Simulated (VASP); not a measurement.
# Bi (P6_3/mmc) in VASP: a series of runs

The runs below take Bi through single point, with PBEsol.

All numbers are computed with VASP 6.6.1; they aren't measurements. Logs are shortened: lines on timing, memory, paths and dates and some standing lists are left out, and cuts for length are marked.

## (1) The cell of the first run

It takes space group P6_3/mmc (No. 194, hexagonal). The conventional cell has a = 4.524 Å, b = 4.524 Å, c = 11.789 Å, α = 90.00°, β = 90.00°, γ = 120.00°.

## (2) Single point, PBEsol (volume scaled by 0.99)

The input, INCAR:

```
  PREC = Accurate
  ENCUT = 520
  EDIFF = 1E-6
  ISMEAR = -1
  SIGMA = 0.03
  LREAL = False
  LASPH = True
  NELM = 100
  ALGO = Normal
  ISIF = 2
  LWAVE = False
  LCHARG = False
  GGA = PS
  NBANDS = 22
```

The input, KPOINTS:

```
regular mesh
0
Gamma
  9 9 3
```

The input, POSCAR:

```
Bi
1.0
    4.5238195833      0.0000000000      0.0000000000
   -2.2619097917      3.9177426814      0.0000000000
    0.0000000000      0.0000000000     11.7894378316
Bi
2
Direct
    0.3333333333      0.6666666667      0.2500000000
    0.6666666667      0.3333333333      0.7500000000
```

Potentials or basis: VASP PAW PBE potentials, release 64 (Bi_d).

Launch:

```sh
> cat potpaw_PBE.64/Bi_d/POTCAR > POTCAR
> mpirun -np 1 vasp_std > vasp.out
```

OUTCAR:

```text
PREC = Accurate
   ENCUT = 520
   EDIFF = 1E-6
   ISMEAR = -1
   LREAL = False
   LASPH = True
   NELM = 100
   ISIF = 2
   GGA = PS

 ion  position               nearest neighbor table
   1  0.333  0.667  0.250-
   2  0.667  0.333  0.750-

  LATTYP: Found a hexagonal cell.
 ALAT       =     4.5238195833
 C/A-ratio  =     2.6060804624

  Lattice vectors:

 A1 = (   4.5238195833,   0.0000000000,   0.0000000000)
 A2 = (  -2.2619097917,   3.9177426814,   0.0000000000)
 A3 = (   0.0000000000,   0.0000000000,  11.7894378316)

Analysis of symmetry for initial positions (statically):
=====================================================================
 Subroutine PRICEL returns:
 Original cell was already a primitive cell.

 Routine SETGRP: Setting up the symmetry group for a
 hexagonal supercell.

 Subroutine GETGRP returns: Found 24 space group operations
 (whereof 12 operations were pure point group operations)
 out of a pool of 24 trial point group operations.

The static configuration has the point symmetry D_3d.
 The point group associated with its full space group is D_6h.

Analysis of symmetry for dynamics (positions and initial velocities):
=====================================================================
 Subroutine PRICEL returns:
 Original cell was already a primitive cell.

 Routine SETGRP: Setting up the symmetry group for a
 hexagonal supercell.

 Subroutine GETGRP returns: Found 24 space group operations
 (whereof 12 operations were pure point group operations)
 out of a pool of 24 trial point group operations.

The dynamic configuration has the point symmetry D_3d.
 The point group associated with its full space group is D_6h.

 Subroutine INISYM returns: Found 24 space group operations
 (whereof 12 operations are pure point group operations),
 and found     1 'primitive' translations

----------------------------------------------------------------------------------------

                                     Primitive cell

  volume of cell :     208.9461

  direct lattice vectors                    reciprocal lattice vectors
     4.523819583  0.000000000  0.000000000     0.221052140  0.127624513  0.000000000
    -2.261909792  3.917742681  0.000000000     0.000000000  0.255249025  0.000000000
     0.000000000  0.000000000 11.789437832     0.000000000  0.000000000  0.084821687

  length of vectors
     4.523819583  4.523819583 11.789437832     0.255249025  0.255249025  0.084821687

  position of ions in fractional coordinates (direct lattice)
     0.333333333  0.666666667  0.250000000
     0.666666667  0.333333333  0.750000000

  ion indices of the primitive-cell ions
   primitive index   ion index
                 1           1
                 2           2

----------------------------------------------------------------------------------------

 KPOINTS: regular mesh

Automatic generation of k-mesh.
 Grid dimensions read from file:
 generate k-points for:    9    9    3

 Generating k-lattice:

  Cartesian coordinates                     Fractional coordinates (reciprocal lattice)
     0.024561349  0.014180501  0.000000000     0.111111111  0.000000000  0.000000000
     0.000000000  0.028361003  0.000000000     0.000000000  0.111111111  0.000000000
     0.000000000  0.000000000  0.028273896     0.000000000  0.000000000  0.333333333

  Length of vectors
     0.028361003  0.028361003  0.028273896

  Shift w.r.t. Gamma in fractional coordinates (k-lattice)
     0.000000000  0.000000000  0.000000000

 Subroutine IBZKPT returns following result:
 ===========================================

 Found     24 irreducible k-points:

 Following reciprocal coordinates:
            Coordinates               Weight
  0.000000  0.000000  0.000000      1.000000
  0.111111  0.000000  0.000000      6.000000
  0.222222  0.000000  0.000000      6.000000
  0.333333  0.000000  0.000000      6.000000
  0.444444  0.000000  0.000000      6.000000
  0.111111  0.111111  0.000000      6.000000
[... 16 lines left out ...]
  0.333333  0.222222  0.333333     24.000000
  0.333333  0.333333  0.333333      4.000000
   k-points           NKPTS =     24   k-points in BZ     NKDIM =     24   number of bands    NBANDS=     22
   number of dos      NEDOS =    301   number of ions     NIONS =      2
   total plane-waves  NPLWV = 116640
   dimension x,y,z NGX =    36 NGY =   36 NGZ =   90
   dimension x,y,z NGXF=    72 NGYF=   72 NGZF=  180
   ions per type =               2
   NGX,Y,Z   is equivalent  to a cutoff of  13.23, 13.23, 12.69 a.u.
   NGXF,Y,Z  is equivalent  to a cutoff of  26.46, 26.46, 25.38 a.u.
 SYSTEM =  unknown system
   PREC   = accura    normal or accurate (medium, high low for compatibility)
   ISTART =      0    job   : 0-new  1-cont  2-samecut
   ICHARG =      2    charge: 1-file 2-atom 10-const
   ISPIN  =      1    spin polarized calculation?
   LNONCOLLINEAR =      F non collinear calculations
   LSORBIT =      F    spin-orbit coupling
   LASPH  =      T    aspherical Exc in radial PAW
   ENCUT  =  520.0 eV  38.22 Ry    6.18 a.u.   8.41  8.41 21.92*2*pi/ulx,y,z
   NELM   =    100;   NELMIN=  2; NELMDL= -5     # of ELM steps
   EDIFF  = 0.1E-05   stopping-criterion for ELM
   LREAL  =      F    real-space projection
[... 7 lines left out ...]
   TEBEG  =    0.0;   TEEND  =   0.0 temperature during run
   PSTRESS=    0.0 pullay stress
   NELECT =      30.0000    total number of electrons
   NUPDOWN=      -1.0000    fix difference up-down
   EMIN   =  10.00;   EMAX   =-10.00  energy-range for DOS
   EFERMI =   0.00;   METHOD = LEGACY
   ISMEAR =    -1;   SIGMA  =   0.03  broadening in eV -4-tet -1-fermi 0-gaus
   EFERMI_NEDOS =   21; number of points for ismear=-14 and -15
   IALGO  =     38    algorithm
   IMIX   =      4    mixing-type and parameters
     AMIX     =   0.40;   BMIX     =  1.00
     AMIX_MAG =   1.60;   BMIX_MAG =  1.00
  volume/ion in A,a.u.               =     104.47       705.02
  Fermi-wavevector in a.u.,A,eV,Ry     =   0.857243  1.619954  9.998447  0.734865
  Thomas-Fermi vector in A             =   1.974267
   LORBIT       =      0    0 simple, 1 ext, 2 COOP (PROOUT), +10 PAW based schemes
   GGA     = PS    functional components
   LHFCALC =     F    Hartree Fock is set to
   AEXX    =    0.0000 exact exchange contribution
   IVDW    =     0    specifies the selected vdW correction
   LEPSILON=     F    determine dielectric tensor
   LRPA    =     F    only Hartree local field effects (RPA)
 non-spin polarized calculation
  energy-cutoff  :      520.00
  volume of cell :      208.95
 maximum number of plane-waves:      5749
 NGX is ok and might be reduce to    36
   NGX = 17   NGY = 17   NGZ = 43

 number of electron      29.9999993 magnetization

 Free energy of the ion-electron system (eV)
  ---------------------------------------------------
  ext. energy  EPLUGINS =         0.00000000
  ---------------------------------------------------
  free energy    TOTEN  =        -3.42649087 eV

  energy without entropy =       -3.40556985  energy(sigma->0) =       -3.41603036

 E-fermi :  -1.1173     XC(G=0):  -5.4589

 val. band max:       -1.1427835527   @ k =   0.2222   0.2222   0.3333
 cond. band min:      -1.1157730604   @ k =   0.3333   0.1111   0.3333
 fundamental gap:      0.0270104922
 Fermi energy:        -1.1172901879

 k-point     1 :       0.0000    0.0000    0.0000
  band No.  band energies     occupation
      1     -23.8904      2.00000
      2     -23.8904      2.00000
      3     -23.8844      2.00000
      4     -23.8844      2.00000
      5     -23.8844      2.00000
      6     -23.8844      2.00000
[... 14 lines left out ...]
     21       4.5803      0.00000
     22       4.7708      0.00000

 k-point     2 :       0.1111    0.0000    0.0000
  band No.  band energies     occupation
      1     -23.8900      2.00000
      2     -23.8899      2.00000
      3     -23.8846      2.00000
      4     -23.8846      2.00000
      5     -23.8844      2.00000
      6     -23.8844      2.00000
[... 14 lines left out ...]
     21       4.7244      0.00000
     22       5.0014      0.00000

 k-point     3 :       0.2222    0.0000    0.0000
  band No.  band energies     occupation
      1     -23.8889      2.00000
      2     -23.8889      2.00000
      3     -23.8854      2.00000
      4     -23.8854      2.00000
      5     -23.8846      2.00000
      6     -23.8846      2.00000
[... 14 lines left out ...]
     21       4.6608      0.00000
     22       5.2328      0.00000

 k-point     4 :       0.3333    0.0000    0.0000
  band No.  band energies     occupation
      1     -23.8879      2.00000
      2     -23.8879      2.00000
      3     -23.8862      2.00000
      4     -23.8862      2.00000
      5     -23.8848      2.00000
      6     -23.8848      2.00000
[... 14 lines left out ...]
     21       4.3832      0.00000
     22       4.9008      0.00000

 k-point     5 :       0.4444    0.0000    0.0000
  band No.  band energies     occupation
      1     -23.8874      2.00000
      2     -23.8874      2.00000
      3     -23.8868      2.00000
      4     -23.8868      2.00000
      5     -23.8850      2.00000
      6     -23.8850      2.00000
[... 417 lines left out ...]
 k-point    22 :       0.2222    0.2222    0.3333
  band No.  band energies     occupation
      1     -23.8871      2.00000
      2     -23.8871      2.00000
      3     -23.8863      2.00000
      4     -23.8863      2.00000
      5     -23.8853      2.00000
      6     -23.8852      2.00000
[... 14 lines left out ...]
     21       5.3589      0.00000
     22       5.6832      0.00000

 k-point    23 :       0.3333    0.2222    0.3333
  band No.  band energies     occupation
      1     -23.8865      2.00000
      2     -23.8865      2.00000
      3     -23.8864      2.00000
      4     -23.8864      2.00000
      5     -23.8856      2.00000
      6     -23.8856      2.00000
[... 14 lines left out ...]
     21       5.0285      0.00000
     22       5.4519      0.00000

 k-point    24 :       0.3333    0.3333    0.3333
  band No.  band energies     occupation
      1     -23.8861      2.00000
      2     -23.8861      2.00000
      3     -23.8861      2.00000
      4     -23.8861      2.00000
      5     -23.8860      2.00000
      6     -23.8860      2.00000
[... 14 lines left out ...]
     21       4.4478      0.00000
     22       4.9562      0.00000

------------------------ aborting loop because EDIFF is reached ----------------------------------------

  FORCE on cell =-STRESS in cart. coord.  units (eV):
  Direction    XX          YY          ZZ          XY          YZ          ZX
  --------------------------------------------------------------------------------------
  -------------------------------------------------------------------------------------
  Total       -6.8153216     -6.8153216     -0.5442631      0.0000000      0.0000000      0.0000000
  in kB      -52.2591878    -52.2591878     -4.1733540      0.0000000      0.0000000      0.0000000
  external PRESSURE =     -36.2305765 kB  Pullay stress =       0.0000000 kB

 VOLUME and BASIS-vectors are now :
 -----------------------------------------------------------------------------
  energy-cutoff  :      520.00
  volume of cell :      208.95
      direct lattice vectors                 reciprocal lattice vectors
     4.523819583  0.000000000  0.000000000     0.221052140  0.127624513  0.000000000
    -2.261909792  3.917742681  0.000000000     0.000000000  0.255249025  0.000000000
     0.000000000  0.000000000 11.789437832     0.000000000  0.000000000  0.084821687

 POSITION                                       TOTAL-FORCE (eV/Angst)
 -----------------------------------------------------------------------------------
     -0.00000      2.61183      2.94736         0.000000     -0.000000      0.000000
      2.26191      1.30591      8.84208        -0.000000      0.000000      0.000000
 -----------------------------------------------------------------------------------
    total drift:                               -0.000000      0.000000     -0.000000

  FREE ENERGIE OF THE ION-ELECTRON SYSTEM (eV)
  ---------------------------------------------------
  free  energy   TOTEN  =        -3.4264908653 eV

  energy  without entropy=       -3.4055698532  energy(sigma->0) =       -3.41603036
```

It took 74 s on 1 thread of Intel Xeon Platinum 8259CL at 2.50GHz (Skylake/Cascade Lake), shared host; peak memory 0.36 GiB.

What came out:

| Item | Value |
| --- | --- |
| Free energy | -3.4265 eV |
| Pressure | -3.6 GPa |
| Band gap on the k mesh | zero (band 15 reaches 0.34 eV, above the bottom of band 16 at -1.83 eV) |

Stress tensor (GPa, compression positive):
```
-5.23  0.00  0.00
 0.00 -5.23  0.00
 0.00  0.00 -0.42
```

Caveat: the PAW data sets were made with another functional, which shifts forces and pressure a little; spin-orbit coupling is left out, which moves the levels of the heavy elements.

[end of part 1 of 2]
